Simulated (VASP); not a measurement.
# Nb3H in VASP: further runs

Nb3H is run at these levels: LDA; tasks: single point.

Everything below comes from runs of VASP 6.6.1. Logs are shortened: lines on timing, memory, paths and dates and some standing lists are left out, and cuts for length are marked.

## (1) The cell of the first run

The cell holds a slab with vacuum, 4 atoms: a = 2.927 Å, b = 2.927 Å, c = 21.196 Å, α = 90.00°, β = 90.00°, γ = 90.00°.

## (2) Single point, LDA, collinear spin, ferromagnetic start

The input, INCAR:

```
PREC = Accurate
ENCUT = 520
EDIFF = 1E-6
ISMEAR = 0
SIGMA = 0.1
LREAL = False
LASPH = True
NELM = 150
ALGO = Normal
ISIF = 2
LWAVE = False
LCHARG = True
ISPIN = 2
MAGMOM = 0 0 0 1
LORBIT = 11
LMAXMIX = 4
LDIPOL = True
IDIPOL = 3
DIPOL = 0.5 0.5 0.322
LELF = True
LVHAR = True
LVACPOTAV = True
NBANDS = 32
```

The input, KPOINTS:

```
Automatic mesh
0
Gamma
  9 9 1
```

The input, POSCAR:

```
Nb3H
1.0
    2.9270177637      0.0000000000      0.0000000000
    0.0000000000      2.9270177637      0.0000000000
    0.0000000000      0.0000000000     21.1957939222
Nb H
3 1
Direct
    0.5000000000      0.5000000000      0.1887166867
    0.0000000000      0.0000000000      0.2876907936
    0.5000000000      0.5000000000      0.3866707684
    0.5000000000      1.0000000000      0.4267730643
```

Potentials or basis: VASP PAW LDA potentials, release 64 (Nb_sv, H).

The run is started by

```sh
> cat potpaw_LDA.64/Nb_sv/POTCAR potpaw_LDA.64/H/POTCAR > POTCAR
> mpirun -np 1 vasp_std > vasp.out
```

OUTCAR:

```text
PREC = Accurate
   ENCUT = 520
   EDIFF = 1E-6
   ISMEAR = 0
   LREAL = False
   LASPH = True
   NELM = 150
   ISIF = 2
   ISPIN = 2
   LORBIT = 11

 ion  position               nearest neighbor table
   1  0.500  0.500  0.189-   2 2.95   2 2.95   2 2.95   2 2.95
   2  0.000  0.000  0.288-   1 2.95   1 2.95   1 2.95   1 2.95   3 2.95   3 2.95   3 2.95   3 2.95

   3  0.500  0.500  0.387-   4 1.69   4 1.69   2 2.95   2 2.95   2 2.95   2 2.95
   4  0.500  0.000  0.427-   3 1.69   3 1.69

  LATTYP: Found a simple tetragonal cell.
 ALAT       =     2.9270177637
 C/A-ratio  =     7.2414298899

  Lattice vectors:

 A1 = (   2.9270177637,   0.0000000000,   0.0000000000)
 A2 = (   0.0000000000,   2.9270177637,   0.0000000000)
 A3 = (   0.0000000000,   0.0000000000,  21.1957939222)

Analysis of symmetry for initial positions (statically):
=====================================================================
 Subroutine PRICEL returns:
 Original cell was already a primitive cell.

 Routine SETGRP: Setting up the symmetry group for a
 simple tetragonal supercell.

 Subroutine GETGRP returns: Found  4 space group operations
 (whereof  4 operations were pure point group operations)
 out of a pool of 16 trial point group operations.

The static configuration has the point symmetry C_2v.

Analysis of symmetry for dynamics (positions and initial velocities):
=====================================================================
 Subroutine PRICEL returns:
 Original cell was already a primitive cell.

 Routine SETGRP: Setting up the symmetry group for a
 simple tetragonal supercell.

 Subroutine GETGRP returns: Found  4 space group operations
 (whereof  4 operations were pure point group operations)
 out of a pool of 16 trial point group operations.

The dynamic configuration has the point symmetry C_2v.

Analysis of structural, dynamic, and magnetic symmetry:
=====================================================================
 Subroutine PRICEL returns:
 Original cell was already a primitive cell.

 Routine SETGRP: Setting up the symmetry group for a
 simple tetragonal supercell.

 Subroutine GETGRP returns: Found  4 space group operations
 (whereof  4 operations were pure point group operations)
 out of a pool of 16 trial point group operations.

The overall configuration has the point symmetry C_2v.

 Subroutine INISYM returns: Found  4 space group operations
 (whereof  4 operations are pure point group operations),
 and found     1 'primitive' translations

----------------------------------------------------------------------------------------

                                     Primitive cell

  volume of cell :     181.5935

  direct lattice vectors                    reciprocal lattice vectors
     2.927017764  0.000000000  0.000000000     0.341644664  0.000000000  0.000000000
     0.000000000  2.927017764  0.000000000     0.000000000  0.341644664  0.000000000
     0.000000000  0.000000000 21.195793922     0.000000000  0.000000000  0.047179172

  length of vectors
     2.927017764  2.927017764 21.195793922     0.341644664  0.341644664  0.047179172

  position of ions in fractional coordinates (direct lattice)
     0.500000000  0.500000000  0.188716687
     0.000000000  0.000000000  0.287690794
     0.500000000  0.500000000  0.386670768
     0.500000000  0.000000000  0.426773064

  ion indices of the primitive-cell ions
   primitive index   ion index
                 1           1
                 2           2
                 3           3
                 4           4

----------------------------------------------------------------------------------------

 KPOINTS: Automatic mesh

Automatic generation of k-mesh.
 Grid dimensions read from file:
 generate k-points for:    9    9    1

 Generating k-lattice:

  Cartesian coordinates                     Fractional coordinates (reciprocal lattice)
     0.037960518  0.000000000  0.000000000     0.111111111  0.000000000  0.000000000
     0.000000000  0.037960518  0.000000000     0.000000000  0.111111111  0.000000000
     0.000000000  0.000000000  0.047179172     0.000000000  0.000000000  1.000000000

  Length of vectors
     0.037960518  0.037960518  0.047179172

  Shift w.r.t. Gamma in fractional coordinates (k-lattice)
     0.000000000  0.000000000  0.000000000

 Subroutine IBZKPT returns following result:
 ===========================================

 Found     25 irreducible k-points:

 Following reciprocal coordinates:
            Coordinates               Weight
  0.000000  0.000000  0.000000      1.000000
  0.111111  0.000000  0.000000      2.000000
  0.000000  0.111111  0.000000      2.000000
  0.222222  0.000000  0.000000      2.000000
  0.000000  0.222222  0.000000      2.000000
  0.333333  0.000000  0.000000      2.000000
[... 16 lines left out ...]
  0.444444  0.333333  0.000000      4.000000
 -0.333333  0.444444  0.000000      4.000000
   k-points           NKPTS =     25   k-points in BZ     NKDIM =     25   number of bands    NBANDS=     32
   number of dos      NEDOS =    301   number of ions     NIONS =      4
   total plane-waves  NPLWV =  92160
   dimension x,y,z NGX =    24 NGY =   24 NGZ =  160
   dimension x,y,z NGXF=    48 NGYF=   48 NGZF=  320
   ions per type =               3   1
   NGX,Y,Z   is equivalent  to a cutoff of  13.63, 13.63, 12.55 a.u.
   NGXF,Y,Z  is equivalent  to a cutoff of  27.26, 27.26, 25.10 a.u.
 SYSTEM =  unknown system
   PREC   = accura    normal or accurate (medium, high low for compatibility)
   ISTART =      0    job   : 0-new  1-cont  2-samecut
   ICHARG =      2    charge: 1-file 2-atom 10-const
   ISPIN  =      2    spin polarized calculation?
   LNONCOLLINEAR =      F non collinear calculations
   LSORBIT =      F    spin-orbit coupling
   LASPH  =      T    aspherical Exc in radial PAW
   ENCUT  =  520.0 eV  38.22 Ry    6.18 a.u.   5.44  5.44 39.41*2*pi/ulx,y,z
   NELM   =    150;   NELMIN=  2; NELMDL= -5     # of ELM steps
   EDIFF  = 0.1E-05   stopping-criterion for ELM
   LREAL  =      F    real-space projection
   EDIFFG = 0.1E-04   stopping-criterion for IOM
   NSW    =      0    number of steps for IOM
   IBRION =     -1    ionic relax: 0-MD 1-quasi-New 2-CG
   NFREE  =      0    steps in history (QN), initial steepest desc. (CG)
   ISIF   =      2    stress and relaxation
   ISYM   =      2    0-nonsym 1-usesym 2-fastsym
   POTIM  = 0.5000    time-step for ionic-motion
   TEBEG  =    0.0;   TEEND  =   0.0 temperature during run
   PSTRESS=    0.0 pullay stress
   NELECT =      40.0000    total number of electrons
   NUPDOWN=      -1.0000    fix difference up-down
   EMIN   =  10.00;   EMAX   =-10.00  energy-range for DOS
   EFERMI =   0.00;   METHOD = LEGACY
   ISMEAR =     0;   SIGMA  =   0.10  broadening in eV -4-tet -1-fermi 0-gaus
   EFERMI_NEDOS =   21; number of points for ismear=-14 and -15
   IALGO  =     38    algorithm
   IMIX   =      4    mixing-type and parameters
     AMIX     =   0.40;   BMIX     =  1.00
     AMIX_MAG =   1.60;   BMIX_MAG =  1.00
  volume/ion in A,a.u.               =      45.40       306.36
  Fermi-wavevector in a.u.,A,eV,Ry     =   0.988693  1.868358 13.299877  0.977513
  Thomas-Fermi vector in A             =   2.120238
   LORBIT       =     11    0 simple, 1 ext, 2 COOP (PROOUT), +10 PAW based schemes
   GGA     = CA    functional components
   LHFCALC =     F    Hartree Fock is set to
   AEXX    =    0.0000 exact exchange contribution
   IVDW    =     0    specifies the selected vdW correction
   LEPSILON=     F    determine dielectric tensor
   LRPA    =     F    only Hartree local field effects (RPA)
 spin polarized calculation
 Gauss-broadening in eV      SIGMA  =   0.10
  energy-cutoff  :      520.00
  volume of cell :      181.59
 maximum number of plane-waves:      4927
 NGX is ok and might be reduce to    24
   NGX = 11   NGY = 11   NGZ = 79

 dipolmoment           0.000000      0.000000     -0.165634 electrons x Angstroem

 number of electron      39.9999999 magnetization       0.0000607

 dipolmoment           0.000000      0.000000      0.005109 electrons x Angstroem

 Free energy of the ion-electron system (eV)
  ---------------------------------------------------
  ext. energy  EPLUGINS =         0.00000000
  ---------------------------------------------------
  free energy    TOTEN  =       -33.88136506 eV

  energy without entropy =      -33.85870814  energy(sigma->0) =      -33.87003660

 E-fermi :   0.2709     XC(G=0):  -4.9465

 val. band max:        0.2424521206   @ k =   0.3333   0.1111   0.0000
 cond. band min:       0.2864425671   @ k =  -0.1111   0.4444   0.0000
 fundamental gap:      0.0439904464
 Fermi energy:         0.2709382344

 spin component 1

 k-point     1 :       0.0000    0.0000    0.0000
  band No.  band energies     occupation
      1     -54.3307      1.00000
      2     -54.1914      1.00000
      3     -54.0114      1.00000
      4     -30.8885      1.00000
      5     -30.5642      1.00000
      6     -30.1777      1.00000
[... 24 lines left out ...]
     31       4.6349      0.00000
     32       4.7849      0.00000
[... 774 lines left out ...]
      2     -54.0073      1.00000
      3     -53.9261      1.00000
      4     -30.9061      1.00000
      5     -30.8471      1.00000
      6     -30.8355      1.00000
[... 24 lines left out ...]
     31       7.9784      0.00000
     32       8.4963      0.00000

 [... further k-points ...]

 spin component 2

 k-point     1 :       0.0000    0.0000    0.0000
  band No.  band energies     occupation
      1     -54.3307      1.00000
      2     -54.1914      1.00000
      3     -54.0114      1.00000
      4     -30.8885      1.00000
      5     -30.5642      1.00000
      6     -30.1777      1.00000
[... 24 lines left out ...]
     31       4.6367      0.00000
     32       4.7849      0.00000
[... 774 lines left out ...]
      2     -54.0073      1.00000
      3     -53.9261      1.00000
      4     -30.9061      1.00000
      5     -30.8471      1.00000
      6     -30.8355      1.00000
[... 24 lines left out ...]
     31       7.9785      0.00000
     32       8.4963      0.00000

 [... further k-points ...]
[... 5 lines left out ...]
  --------------------------------------------------------------------------------------
  -------------------------------------------------------------------------------------
  Total       -6.4551956     -0.7406411      2.0933477      0.0000000      0.0000000      0.0000000
  in kB      -56.9533907     -6.5345850     18.4693472      0.0000000      0.0000000      0.0000000
  external PRESSURE =     -15.0062095 kB  Pullay stress =       0.0000000 kB

 VOLUME and BASIS-vectors are now :
 -----------------------------------------------------------------------------
  energy-cutoff  :      520.00
  volume of cell :      181.59
      direct lattice vectors                 reciprocal lattice vectors
     2.927017764  0.000000000  0.000000000     0.341644664  0.000000000  0.000000000
     0.000000000  2.927017764  0.000000000     0.000000000  0.341644664  0.000000000
     0.000000000  0.000000000 21.195793922     0.000000000  0.000000000  0.047179172

 POSITION                                       TOTAL-FORCE (eV/Angst)
 -----------------------------------------------------------------------------------
      1.46351      1.46351      4.00000         0.000000      0.000000      0.086983
      0.00000      0.00000      6.09783         0.000000      0.000000     -0.384748
      1.46351      1.46351      8.19579         0.000000      0.000000     -1.703810
      1.46351      0.00000      9.04579         0.000000      0.000000      2.001575
 -----------------------------------------------------------------------------------
    total drift:                                0.000000      0.000000     -0.000607

  FREE ENERGIE OF THE ION-ELECTRON SYSTEM (eV)
  ---------------------------------------------------
  free  energy   TOTEN  =       -33.8813650643 eV

  energy  without entropy=      -33.8587081400  energy(sigma->0) =      -33.87003660

 vacuum level on the upper side and lower side of the slab         5.049         4.941

 total charge

# of ion       s       p       d       tot
------------------------------------------
    1        2.220   5.949   2.493  10.662
    2        2.235   6.021   2.431  10.687
    3        2.227   6.016   2.535  10.777
    4        0.625   0.025   0.000   0.649
--------------------------------------------------
tot          7.306  18.011   7.458  32.776

 magnetization (x)

# of ion       s       p       d       tot
------------------------------------------
    1        0.000   0.000   0.000   0.000
    2       -0.000   0.000  -0.000  -0.000
    3        0.000   0.000   0.000   0.000
    4       -0.000   0.000   0.000   0.000
--------------------------------------------------
tot         -0.000   0.000  -0.000  -0.000
```

Run time: 9.4 min. Hardware: 1 thread of Intel Xeon Platinum 8488C (Sapphire Rapids), shared host; peak memory 0.38 GiB.

Results:

```
Free energy                                           : -33.8814 eV
Largest force                                         : 2.002 eV/Å
Band gap on the k mesh                                : zero (filled and empty bands overlap)
Net moment                                            : 0.00 μB per cell
Valence electrons inside the program's atomic spheres : Nb 10.66, 10.69, 10.78; H 0.65
```

Forces in eV/Å, atoms in the order of the input:
```
Nb   0.000  0.000  0.087
Nb   0.000  0.000 -0.385
Nb   0.000  0.000 -1.704
H    0.000  0.000  2.002
```

## (3) Single point, LDA, collinear spin, ferromagnetic start

The input, INCAR:

```
PREC = Accurate
ENCUT = 520
EDIFF = 1E-6
ISMEAR = 0
SIGMA = 0.1
LREAL = F
LASPH = T
NELM = 150
ALGO = Normal
ISIF = 2
LWAVE = F
LCHARG = F
ISPIN = 2
MAGMOM = 0 0 0 1
LORBIT = 11
LMAXMIX = 4
LDIPOL = T
IDIPOL = 3
DIPOL = 0.5 0.5 0.332
NBANDS = 32
```

KPOINTS is that of step 2.

Changes to POSCAR since step 2:

```diff
@@ -11,2 +11,2 @@
     0.5000000000      0.5000000000      0.3866707684
-    0.5000000000      1.0000000000      0.4267730643
+    0.5000000000      1.0000000000      0.4664035685
```

Potentials or basis: VASP PAW LDA potentials, release 64 (Nb_sv, H).

The run is started by

```sh
> cat potpaw_LDA.64/Nb_sv/POTCAR potpaw_LDA.64/H/POTCAR > POTCAR
> mpirun -np 1 vasp_std > vasp.out
```

It took 9.3 min on 1 thread of Intel Xeon Platinum 8488C (Sapphire Rapids), shared host; peak memory 0.39 GiB.

It converged, with:

```yaml
Free_energy: -33.8677 eV
Largest_force: 1.972 eV/Å
Band_gap_on_the_k_mesh: zero (filled and empty bands overlap)
Net_moment: 0.00 μB per cell
Valence_electrons_inside_the_program's_atomic_spheres: Nb 10.66, 10.68, 10.59; H 0.45
```

Forces on the atoms (eV/Å):
```
Nb   0.000  0.000  0.234
Nb   0.000  0.000 -0.587
Nb   0.000  0.000  1.972
H    0.000  0.000 -1.619
```

Levels at points of the mesh, in eV from the Fermi level:
Spin up:
```csv
k point,band 16,band 17,band 18,band 19,band 20,band 21,band 22,band 23,band 24,band 25
"(0.00, 0.00, 0.00)",-3.19,-2.54,-1.93,-0.74,-0.27,0.60,0.62,1.76,1.95,2.11
```
Spin down:
```
           k point  band 17  band 18  band 19  band 20  band 21  band 22  band 23  band 24
(0.00, 0.00, 0.00)    -2.54    -1.93    -0.74    -0.27     0.60     0.62     1.76     1.95
```
